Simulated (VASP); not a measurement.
A run of VASP 6.6.1:

File INCAR:

```
PREC = Accurate
ENCUT = 520
EDIFF = 1E-6
ISMEAR = 0
SIGMA = 0.02
LREAL = Auto
LASPH = T
NELM = 150
ALGO = Normal
ISIF = 2
LWAVE = F
LCHARG = F
ISPIN = 2
MAGMOM = 0 0 0 0 0 0 0 0 0 0 0.16 0 0 0 0 0 0 0 0 0 0 0 0 0 0 0 0 0 0.16 0 0 0 0 0 0 0 0 0 0 0 0 0 0 0 0 0 0 0 0 0 0 0 0 0 0 0 0 0 0.16 0.16 0 0 0
LORBIT = 11
GGA = PE
NELECT = 253.0
NBANDS = 167
```

File KPOINTS:

```
Automatic mesh
0
Gamma
  1 1 1
```

POSCAR

```
Si
1.0
   10.8600000000      0.0000000000      0.0000000000
    0.0000000000     10.8600000000      0.0000000000
    0.0000000000      0.0000000000     10.8600000000
Si
63
Direct
    0.4998669429     -0.0008933702     -0.0003095764
    0.6248915285      0.1249732044      0.1246347145
    0.7491613260      0.2508253223     -0.0006636280
    0.8750160221      0.3750889503      0.1246402394
    0.7502267035     -0.0002648250      0.2500707182
    0.8752321363      0.1246906998      0.3751025783
    0.0009918048     -0.0011364641     -0.0004667587
    0.1256385820      0.1244588398      0.1247212707
    0.2505184162      0.2504369245     -0.0002395028
    0.3758700737      0.3775323204      0.1223670350
    0.4926936464      0.5071507366     -0.0070901473
    0.6223573665      0.6241220074      0.1222767035
    0.7495525783      0.7493870166     -0.0002667587
    0.8754694291      0.8742445672      0.1247984346
    0.2507945672     -0.0013696133      0.2491915285
    0.3752164825      0.1245891344      0.3750795580
    0.4995907919      0.2505288214      0.2491484346
    0.6247336096      0.3751313996      0.3748158379
    0.7492686924      0.5002776243      0.2490600368
    0.8752991713      0.6246607735      0.3749818600
    0.4995178637     -0.0012420810      0.5011911602
    0.6248239411      0.1245837937      0.6254739411
    0.7501564457      0.2497383057      0.4999848066
    0.8753940147      0.3750127993      0.6254919890
    0.7492291897     -0.0012320442      0.7506241252
    0.8750663904      0.1247534991      0.8751009208
    0.0008847145      0.5000803867     -0.0003223757
    0.1282005525      0.6254170350      0.1221082873
    0.2575512891      0.7425477901     -0.0074204420
    0.3745766114      0.8718891344      0.1222034991
    0.0001765193      0.2496617864      0.2500351750
    0.1255029466      0.3751506446      0.3752516575
    0.2505942910      0.5001344383      0.2494692449
    0.3752498158      0.6247550645      0.3751991713
    0.4998046041      0.7493913444      0.2494549724
    0.6247569061      0.8744223757      0.3753057090
    0.0002325967     -0.0003464088      0.5001093923
    0.1257006446      0.1249077348      0.6254022099
    0.2508178637      0.2506380295      0.5008481584
    0.3745302026      0.3774946593      0.6278482505
    0.4998874770      0.5001003683      0.5008010129
    0.6225567219      0.6254743094      0.6277956722
    0.7494014733      0.7491444751      0.5007899632
    0.8750176796      0.8742573665      0.6254633517
    0.2506286372     -0.0009162983      0.7505001842
    0.3752063536      0.1248313996      0.8751502762
    0.4997995396      0.2504399632      0.7504186004
    0.6221858195      0.3777865562      0.8757417127
    0.7495753223      0.5001360037      0.7504011050
    0.8752325046      0.6247723757      0.8751087477
    0.0013028545      0.7489827808      0.2491535912
    0.1256432781      0.8742124309      0.3750048803
    0.0011151013      0.5003202578      0.5011014733
    0.1281174033      0.6239526703      0.6280726519
    0.2506302026      0.7492819521      0.5009464088
    0.3760152855      0.8716977901      0.6282007366
    0.0010956722      0.2504885820      0.7506406077
    0.1278980663      0.3774604052      0.8744101289
    0.2576739411      0.5069093923      0.7576197974
    0.4930788214      0.7420238490      0.7575749540
    0.6223648250      0.8719044199      0.8744256906
    0.0009021179      0.7493464088      0.7504702578
    0.1279228361      0.8720453959      0.8757840700
```

Potentials or basis: VASP PAW PBE potentials, release 64 (Si).

The run is started by

```bash
$ cat potpaw_PBE.64/Si/POTCAR > POTCAR
$ mpirun -np 1 vasp_gam > vasp.out
```

Hardware: 1 thread of AMD EPYC 7R13, on a shared host.

Task: Estimate the wall time of this run.

Result: Wall time 26 min on 1 thread of AMD EPYC 7R13 (shared host), peak memory 1.4 GiB. Counts: scf iterations 17, k points 1.
